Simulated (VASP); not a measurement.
# Ti (Fm-3m) in VASP: further runs, part 2 of 3

VASP 6.6.1. Earlier steps stand in the parts before.

## 4. Single point, PBE, collinear spin, ferromagnetic start

This run uses another cell than the first one, of 14.25 Å³/atom, 0.732 times its volume.

INCAR

```
ALGO = Fast
EDIFF = 1E-7
ENCUT = 520
GGA = PE
ISIF = 2
ISMEAR = 0
ISPIN = 2
LASPH = T
LCHARG = F
LMAXMIX = 4
LORBIT = 11
LREAL = F
LWAVE = F
MAGMOM = 0.75
NBANDS = 16
NELM = 150
NUPDOWN = 0.75
PREC = Accurate
SIGMA = 0.15
```

KPOINTS

```
k-points
0
Gamma
  20 20 20
```

POSCAR

```
Ti
1.0
    0.0000000000      1.9243855913      1.9243855913
    1.9243855913      0.0000000000      1.9243855913
    1.9243855913      1.9243855913      0.0000000000
Ti
1
Direct
    0.0000000000      0.0000000000      0.0000000000
```

Potentials or basis: VASP PAW PBE potentials, release 64 (Ti_sv).

Launch:

```console
> cat potpaw_PBE.64/Ti_sv/POTCAR > POTCAR
> mpirun -np 1 vasp_std > vasp.out
```

OUTCAR:

```text
EDIFF = 1E-7
   ENCUT = 520
   GGA = PE
   ISIF = 2
   ISMEAR = 0
   ISPIN = 2
   LASPH = T
   LORBIT = 11
   LREAL = F
   NELM = 150
   NUPDOWN = 0.75
   PREC = Accurate

 ion  position               nearest neighbor table
   1  0.000  0.000  0.000-

  LATTYP: Found a face centered cubic cell.
 ALAT       =     3.8487711826

  Lattice vectors:

 A1 = (   0.0000000000,   1.9243855913,   1.9243855913)
 A2 = (   1.9243855913,   0.0000000000,   1.9243855913)
 A3 = (   1.9243855913,   1.9243855913,   0.0000000000)

Analysis of symmetry for initial positions (statically):
=====================================================================
 Subroutine PRICEL returns:
 Original cell was already a primitive cell.

 Routine SETGRP: Setting up the symmetry group for a
 face centered cubic supercell.

 Subroutine GETGRP returns: Found 48 space group operations
 (whereof 48 operations were pure point group operations)
 out of a pool of 48 trial point group operations.

The static configuration has the point symmetry O_h .

Analysis of symmetry for dynamics (positions and initial velocities):
=====================================================================
 Subroutine PRICEL returns:
 Original cell was already a primitive cell.

 Routine SETGRP: Setting up the symmetry group for a
 face centered cubic supercell.

 Subroutine GETGRP returns: Found 48 space group operations
 (whereof 48 operations were pure point group operations)
 out of a pool of 48 trial point group operations.

The dynamic configuration has the point symmetry O_h .

Analysis of structural, dynamic, and magnetic symmetry:
=====================================================================
 Subroutine PRICEL returns:
 Original cell was already a primitive cell.

 Routine SETGRP: Setting up the symmetry group for a
 face centered cubic supercell.

 Subroutine GETGRP returns: Found 48 space group operations
 (whereof 48 operations were pure point group operations)
 out of a pool of 48 trial point group operations.

The overall configuration has the point symmetry O_h .

 Subroutine INISYM returns: Found 48 space group operations
 (whereof 48 operations are pure point group operations),
 and found     1 'primitive' translations

----------------------------------------------------------------------------------------

                                     Primitive cell

  volume of cell :      14.2530

  direct lattice vectors                    reciprocal lattice vectors
     0.000000000  1.924385591  1.924385591    -0.259823188  0.259823188  0.259823188
     1.924385591  0.000000000  1.924385591     0.259823188 -0.259823188  0.259823188
     1.924385591  1.924385591  0.000000000     0.259823188  0.259823188 -0.259823188

  length of vectors
     2.721492202  2.721492202  2.721492202     0.450026963  0.450026963  0.450026963

  position of ions in fractional coordinates (direct lattice)
     0.000000000  0.000000000  0.000000000

  ion indices of the primitive-cell ions
   primitive index   ion index
                 1           1

[... 57 lines left out ...]
   dimension x,y,z NGXF=    40 NGYF=   40 NGZF=   40
   ions per type =               1
   NGX,Y,Z   is equivalent  to a cutoff of  12.22, 12.22, 12.22 a.u.
   NGXF,Y,Z  is equivalent  to a cutoff of  24.43, 24.43, 24.43 a.u.
 SYSTEM =  unknown system
   PREC   = accura    normal or accurate (medium, high low for compatibility)
   ISTART =      0    job   : 0-new  1-cont  2-samecut
   ICHARG =      2    charge: 1-file 2-atom 10-const
   ISPIN  =      2    spin polarized calculation?
   LNONCOLLINEAR =      F non collinear calculations
   LSORBIT =      F    spin-orbit coupling
   LASPH  =      T    aspherical Exc in radial PAW
   ENCUT  =  520.0 eV  38.22 Ry    6.18 a.u.   5.06  5.06  5.06*2*pi/ulx,y,z
   NELM   =    150;   NELMIN=  2; NELMDL= -5     # of ELM steps
   EDIFF  = 0.1E-06   stopping-criterion for ELM
   LREAL  =      F    real-space projection
   EDIFFG = 0.1E-05   stopping-criterion for IOM
   NSW    =      0    number of steps for IOM
   IBRION =     -1    ionic relax: 0-MD 1-quasi-New 2-CG
   NFREE  =      0    steps in history (QN), initial steepest desc. (CG)
   ISIF   =      2    stress and relaxation
   ISYM   =      2    0-nonsym 1-usesym 2-fastsym
   POTIM  = 0.5000    time-step for ionic-motion
   TEBEG  =    0.0;   TEEND  =   0.0 temperature during run
   PSTRESS=    0.0 pullay stress
   NELECT =      12.0000    total number of electrons
   NUPDOWN=       0.7500    fix difference up-down
   EMIN   =  10.00;   EMAX   =-10.00  energy-range for DOS
   EFERMI =   0.00;   METHOD = LEGACY
   ISMEAR =     0;   SIGMA  =   0.15  broadening in eV -4-tet -1-fermi 0-gaus
   EFERMI_NEDOS =   21; number of points for ismear=-14 and -15
   IALGO  =     68    algorithm
   IMIX   =      4    mixing-type and parameters
     AMIX     =   0.40;   BMIX     =  1.00
     AMIX_MAG =   1.60;   BMIX_MAG =  1.00
  volume/ion in A,a.u.               =      14.25        96.18
  Fermi-wavevector in a.u.,A,eV,Ry     =   1.545847  2.921227 32.513063  2.389643
  Thomas-Fermi vector in A             =   2.651167
   LORBIT       =     11    0 simple, 1 ext, 2 COOP (PROOUT), +10 PAW based schemes
   GGA     = PE    functional components
   LHFCALC =     F    Hartree Fock is set to
   AEXX    =    0.0000 exact exchange contribution
   IVDW    =     0    specifies the selected vdW correction
   LEPSILON=     F    determine dielectric tensor
   LRPA    =     F    only Hartree local field effects (RPA)
 spin polarized calculation
 RMM-DIIS sequential band-by-band and
 Gauss-broadening in eV      SIGMA  =   0.15
  energy-cutoff  :      520.00
  volume of cell :       14.25
 maximum number of plane-waves:       392
   NGX = 11   NGY = 11   NGZ = 11

 number of electron      11.9999994 magnetization       0.7499999

 Free energy of the ion-electron system (eV)
  ---------------------------------------------------
  ext. energy  EPLUGINS =         0.00000000
  ---------------------------------------------------
  free energy    TOTEN  =        -7.44145389 eV

  energy without entropy =       -7.42747726  energy(sigma->0) =       -7.43446558

 E-fermi :  10.1915     XC(G=0): -12.4467

 val. band max:       10.7462709453   @ k =  -0.3500   0.3500   0.0000
 cond. band min:      10.2013567588   @ k =  -0.4500   0.2000   0.1000
 fundamental gap:     -0.5449141866
 Fermi energy:        10.7607558018

 spin component 1

 k-point     1 :       0.0000    0.0000    0.0000
  band No.  band energies     occupation
      1     -46.1305      1.00000
      2     -21.6687      1.00000
      3     -21.6687      1.00000
      4     -21.6687      1.00000
      5       3.6970      1.00000
      6      11.1982      0.00002
[... 435 lines left out ...]
      5       6.9489      1.00000
      6      10.5069      0.99166
[... 8 lines left out ...]
     15      35.6643      0.00000
     16      35.8222      0.00000

 [... further k-points ...]

 spin component 2

 k-point     1 :       0.0000    0.0000    0.0000
  band No.  band energies     occupation
      1     -45.6681      1.00000
      2     -21.2113      1.00000
      3     -21.2113      1.00000
      4     -21.2113      1.00000
      5       4.3211      1.00000
      6      11.7855      0.00000
[... 435 lines left out ...]
      5       7.5976      1.00000
      6      11.0881      0.00000
[... 8 lines left out ...]
     15      36.1906      0.00000
     16      36.4021      0.00000

 [... further k-points ...]

------------------------ aborting loop because EDIFF is reached ----------------------------------------

  FORCE on cell =-STRESS in cart. coord.  units (eV):
  Direction    XX          YY          ZZ          XY          YZ          ZX
  --------------------------------------------------------------------------------------
  -------------------------------------------------------------------------------------
  Total        2.8495081      2.8495081      2.8495081      0.0000000     -0.0000000     -0.0000000
  in kB      320.3127248    320.3127248    320.3127248      0.0000000     -0.0000000     -0.0000000
  external PRESSURE =     320.3127248 kB  Pullay stress =       0.0000000 kB

 VOLUME and BASIS-vectors are now :
 -----------------------------------------------------------------------------
  energy-cutoff  :      520.00
  volume of cell :       14.25
      direct lattice vectors                 reciprocal lattice vectors
     0.000000000  1.924385591  1.924385591    -0.259823188  0.259823188  0.259823188
     1.924385591  0.000000000  1.924385591     0.259823188 -0.259823188  0.259823188
     1.924385591  1.924385591  0.000000000     0.259823188  0.259823188 -0.259823188

 POSITION                                       TOTAL-FORCE (eV/Angst)
 -----------------------------------------------------------------------------------
      0.00000      0.00000      0.00000         0.000000     -0.000000     -0.000000
 -----------------------------------------------------------------------------------
    total drift:                               -0.000000     -0.000000     -0.000000

  FREE ENERGIE OF THE ION-ELECTRON SYSTEM (eV)
  ---------------------------------------------------
  free  energy   TOTEN  =        -7.4414538883 eV

  energy  without entropy=       -7.4274772619  energy(sigma->0) =       -7.43446558

 total charge

# of ion       s       p       d       tot
------------------------------------------
    1        2.293   6.157   2.086  10.536

 magnetization (x)

# of ion       s       p       d       tot
------------------------------------------
    1        0.008   0.066   0.474   0.548
```

OSZICAR:

```text
N       E                     dE             d eps       ncg     rms          rms(c)
DAV:   1     0.883534129984E+02    0.88353E+02   -0.56705E+03 16576   0.898E+02
DAV:   2    -0.429318654468E+01   -0.92647E+02   -0.88273E+02 18288   0.252E+02
DAV:   3    -0.795840017224E+01   -0.36652E+01   -0.36452E+01 18776   0.507E+01
[... 10 lines left out ...]
RMM:  14    -0.744145103309E+01   -0.48162E-05   -0.43263E-05 24215   0.287E-02    0.562E-03
RMM:  15    -0.744145292578E+01   -0.18927E-05   -0.16638E-05 22951   0.164E-02    0.130E-03
RMM:  16    -0.744145361719E+01   -0.69142E-06   -0.63393E-06 19879   0.693E-03    0.215E-03
RMM:  17    -0.744145372076E+01   -0.10357E-06   -0.25986E-06 19509   0.743E-03    0.266E-03
RMM:  18    -0.744145390259E+01   -0.18183E-06   -0.11756E-06 17463   0.369E-03    0.152E-03
RMM:  19    -0.744145388831E+01    0.14282E-07   -0.45614E-07 15589   0.189E-03
   1 F= -.74414539E+01 E0= -.74344656E+01  d E =-.139766E-01  mag=     0.7500
```

stdout:

```text
POSCAR found type information on POSCAR Ti
 POSCAR found :  1 types and       1 ions
 scaLAPACK will be used
 LDA part: xc-table for (Slater+PW92), standard interpolation
 POSCAR, INCAR and KPOINTS ok, starting setup
[... 22 lines left out ...]
WARNING in EDDRMM: call to ZHEGV failed, returncode =   6  3     11
WARNING in EDDRMM: call to ZHEGV failed, returncode =   6  3     12
WARNING in EDDRMM: call to ZHEGV failed, returncode =   8  4     14
WARNING in EDDRMM: call to ZHEGV failed, returncode =   8  4     16
 num prob  num prob  num prob WARNING in EDDRMM: call to ZHEGV failed, returncode =   6  3     12
 num prob WARNING in EDDRMM: call to ZHEGV failed, returncode =   6  3     15
WARNING in EDDRMM: call to ZHEGV failed, returncode =   8  4     13
 num prob  num prob RMM:  18    -0.744145390259E+01   -0.18183E-06   -0.11756E-06 17463   0.369E-03    0.152E-03
 num prob  num prob  num prob  num prob  num prob RMM:  19    -0.744145388831E+01    0.14282E-07   -0.45614E-07 15589   0.189E-03
```

Wall time 5.1 min (1 thread of AMD EPYC 7R13, shared host); peak memory 0.17 GiB.

Results:

| Property | Result |
| --- | --- |
| Free energy | -7.4415 eV |
| Pressure | 32.0 GPa |
| Net moment | 0.75 μB per cell |
| Site moments | Ti +0.55 μB |
| Valence electrons inside the program's atomic spheres | Ti 10.54 |

Caveat: the total moment is fixed, so each spin has its own Fermi level.

(Continued in part 3 of 3.)
